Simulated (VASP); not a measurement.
# Si (I4_1/amd) in VASP: notebook, part 2 of 2

VASP 6.6.1. Earlier steps stand in the parts before.

## 3. Single point, PBEsol (film at in-plane strain -0.005)

Input file INCAR:

```
  ALGO = Normal
  EDIFF = 1E-6
  ENCUT = 520
  GGA = PS
  ISIF = 2
  ISMEAR = 0
  LASPH = True
  LCHARG = True
  LELF = True
  LREAL = False
  LVHAR = True
  LWAVE = False
  NBANDS = 11
  NELM = 80
  PREC = Accurate
  SIGMA = 0.01
```

Input file KPOINTS:

```
k-points
0
Gamma
  8 8 8
```

Input file POSCAR:

```
Si
1.0
    2.7032255702      2.7032255702      0.0000000000
   -2.7032255702      2.7032255702      0.0000000000
    0.0000000000      2.7032255702      2.7275076603
Si
2
Direct
    0.2500000000      0.7500000000      0.5000000000
    0.0000000000      0.0000000000      0.0000000000
```

Potentials or basis: VASP PAW PBE potentials, release 64 (Si).

Command:

```
cat potpaw_PBE.64/Si/POTCAR > POTCAR
mpirun -np 1 vasp_std > vasp.out
```

Run time: 32 s. Hardware: 1 thread of Intel Xeon 8259CL, shared host; peak memory 0.16 GiB.

The run converged. Its results:

* Free energy: -11.4879 eV
* Pressure: 0.7 GPa
* Band gap on the k mesh: 0.45 eV, indirect (least direct gap 2.49 eV)

Stress tensor (GPa, compression positive):
```
0.98 0.00 0.00
0.00 0.98 0.00
0.00 0.00 0.13
```

Levels at points of the mesh, in eV from the valence-band top:
```
           k point  band 1  band 2  band 3  band 4  band 5  band 6  band 7  band 8
(0.00, 0.00, 0.00)  -12.04   -0.06    0.00    0.00    2.49    2.49    2.52    3.35
(0.50, 0.00, 0.00)   -9.68   -7.06   -1.27   -1.19    1.46    3.22    3.28    7.50
(0.50, 0.50, 0.00)   -7.85   -7.85   -2.93   -2.93    0.53    0.53   10.06   10.06
(0.00, 0.00, 0.50)   -7.90   -7.90   -2.86   -2.86    0.61    0.61   10.09   10.09
```

Caveat: the cell differs from its parent crystal (film at in-plane strain -0.005); the PAW data sets were made with another functional, which shifts forces and pressure a little. A k mesh can miss the band edges.

## 4. Single point, PBEsol (in-plane strain +0.005, then relaxed in part)

Input file INCAR:

```
SYSTEM = Si
ALGO = Normal ; EDIFF = 1E-6
ENCUT = 520 ; GGA = PS
ISIF = 2 ; ISMEAR = 0
LASPH = .True. ; LCHARG = .False.
LREAL = .False. ; LWAVE = .False.
NBANDS = 11 ; NELM = 100
PREC = Accurate ; SIGMA = 0.01
```

Input file KPOINTS:

```
k-points
0
Gamma
  8 8 8
  0 0 0
```

Input file POSCAR:

```
Si
1.0
    2.7303936664      2.7303936664      0.0000000000
   -2.7303936664      2.7303936664      0.0000000000
    0.0000000000      2.7303936664      2.7063896739
Si
2
Direct
    0.2500000000      0.7500000000      0.5000000000
    0.0000000000      0.0000000000      0.0000000000
```

Potentials or basis: VASP PAW PBE potentials, release 64 (Si).

Command:

```
cat potpaw_PBE.64/Si/POTCAR > POTCAR
mpirun -np 1 vasp_std > vasp.out
```

OUTCAR:

```text
SYSTEM = Si
   EDIFF = 1E-6
   ENCUT = 520
   GGA = PS
   ISIF = 2
   ISMEAR = 0
   LASPH = .True.
   LREAL = .False.
   NELM = 100
   PREC = Accurate

 ion  position               nearest neighbor table
   1  0.250  0.750  0.500-   2 2.36   2 2.36   2 2.36   2 2.36
   2  0.000  0.000  0.000-   1 2.36   1 2.36   1 2.36   1 2.36

  LATTYP: Found a body centered tetragonal cell.
 ALAT       =     3.8613597536
 C/A-ratio  =     1.4017806403

  Lattice vectors:

 A1 = (   2.7303936664,   0.0000000000,  -2.7063896739)
[... 517 lines left out ...]
      7       9.5278      0.00000
      8      11.9149      0.00000
      9      12.0998      0.00000
     10      15.3726      0.00000
     11      15.6561      0.00000

 [... further k-points ...]
[... 5 lines left out ...]
  --------------------------------------------------------------------------------------
  -------------------------------------------------------------------------------------
  Total       -0.1831047     -0.1831047      0.0231271      0.0000000      0.0000000     -0.0000000
  in kB       -7.2700819     -7.2700819      0.9182496      0.0000000      0.0000000     -0.0000000
  external PRESSURE =      -4.5406381 kB  Pullay stress =       0.0000000 kB

 VOLUME and BASIS-vectors are now :
 -----------------------------------------------------------------------------
  energy-cutoff  :      520.00
  volume of cell :       40.35
      direct lattice vectors                 reciprocal lattice vectors
     2.730393666  2.730393666  0.000000000     0.183123777  0.183123777 -0.184747971
    -2.730393666  2.730393666  0.000000000    -0.183123777  0.183123777 -0.184747971
     0.000000000  2.730393666  2.706389674     0.000000000  0.000000000  0.369495941

 POSITION                                       TOTAL-FORCE (eV/Angst)
 -----------------------------------------------------------------------------------
     -1.36520      4.09559      1.35319        -0.000000      0.000000      0.000000
      0.00000      0.00000      0.00000         0.000000     -0.000000      0.000000
 -----------------------------------------------------------------------------------
    total drift:                               -0.000000      0.000000     -0.000000

  FREE ENERGIE OF THE ION-ELECTRON SYSTEM (eV)
  ---------------------------------------------------
  free  energy   TOTEN  =       -11.4882506041 eV

  energy  without entropy=      -11.4882506041  energy(sigma->0) =      -11.48825060
```

Wall time 34 s (1 thread of Intel Xeon 8259CL, shared host); peak memory 0.16 GiB.

What came out:

```
Free energy            : -11.4883 eV
Pressure               : -0.5 GPa
Band gap on the k mesh : 0.42 eV, indirect (least direct gap 2.45 eV)
```

Stress tensor (GPa, compression positive):
```
-0.73  0.00  0.00
 0.00 -0.73  0.00
 0.00  0.00  0.09
```

Levels at points of the mesh, in eV from the valence-band top:
```
           k point  band 2  band 3  band 4  band 5  band 6  band 7
(0.00, 0.00, 0.00)   -0.06   -0.06    0.00    2.45    2.48    2.48
(0.50, 0.00, 0.00)   -7.02   -1.28   -1.20    1.39    3.20    3.27
(0.50, 0.50, 0.00)   -7.86   -2.87   -2.87    0.59    0.59    9.95
(0.00, 0.00, 0.50)   -7.81   -2.94   -2.94    0.52    0.52    9.95
```

Caveat: the cell differs from its parent crystal (in-plane strain +0.005, then relaxed in part); the PAW data sets were made with another functional, which shifts forces and pressure a little. A k mesh can miss the band edges.

## 5. Single point, PBEsol (in-plane strain +0.005)

Input file INCAR:

```
SYSTEM = Si
PREC = Accurate
ENCUT = 520
EDIFF = 1E-6
ISMEAR = 0
SIGMA = 0.01
LREAL = .False.
LASPH = .True.
NELM = 60
ALGO = Normal
ISIF = 2
LWAVE = .False.
LCHARG = .False.
GGA = PS
NBANDS = 11
```

Input file KPOINTS:

```
regular mesh
0
Gamma
  8 8 8
  0 0 0
```

Changes to POSCAR since step 4:

```diff
@@ -4,3 +4,3 @@
    -2.7303936664      2.7303936664      0.0000000000
-    0.0000000000      2.7303936664      2.7063896739
+    0.0000000000      2.7303936664      2.7086591894
 Si
```

Command:

```
cat potpaw_PBE.64/Si/POTCAR > POTCAR
mpirun -np 1 vasp_std > vasp.out
```

Wall time 39 s (1 thread of Intel Xeon 8259CL, shared host); peak memory 0.17 GiB.

It converged, with:

| Property | Result |
| --- | --- |
| Free energy | -11.4883 eV |
| Pressure | -0.5 GPa |
| Band gap on the k mesh | 0.43 eV, indirect (least direct gap 2.46 eV) |

Stress tensor (GPa, compression positive):
```
-0.78  0.00  0.00
 0.00 -0.78  0.00
 0.00  0.00 -0.04
```

Levels at points of the mesh, in eV from the valence-band top:
```
           k point  band 2  band 3  band 4  band 5  band 6  band 7
(0.00, 0.00, 0.00)   -0.06   -0.06    0.00    2.46    2.49    2.49
(0.50, 0.00, 0.00)   -7.01   -1.27   -1.20    1.40    3.21    3.27
(0.50, 0.50, 0.00)   -7.85   -2.87   -2.87    0.59    0.59    9.95
(0.00, 0.00, 0.50)   -7.81   -2.93   -2.93    0.53    0.53    9.95
```

Caveat: the cell differs from its parent crystal (in-plane strain +0.005); the PAW data sets were made with another functional, which shifts forces and pressure a little. A k mesh can miss the band edges.

## 6. Overview

| cell | gap on the mesh (eV) | pressure (GPa) |
| --- | --- | --- |
| a = 3.823, b = 3.823, c = 3.838 Å, angles 60.1, 60.1, 90.0°, 2 atoms | 0.45 | 0.8 |
| a = 3.823, b = 3.823, c = 3.840 Å, angles 60.1, 60.1, 90.0°, 2 atoms | 0.45 | 0.7 |
| a = 3.861, b = 3.861, c = 3.844 Å, angles 59.9, 59.9, 90.0°, 2 atoms | 0.42 | -0.5 |
| a = 3.861, b = 3.861, c = 3.846 Å, angles 59.9, 59.9, 90.0°, 2 atoms | 0.43 | -0.5 |

Alike in all rows: task single point; level PBEsol; potentials or basis VASP PAW PBE potentials, release 64 (Si); no spin polarisation; k mesh 8 × 8 × 8; cutoff (eV) 520; smearing gaussian 0.01 eV.

Caveats: the PAW data sets were made with another functional, which shifts forces and pressure a little.

Total energies depend on the potentials used, so only differences within one code and one set of settings carry meaning.
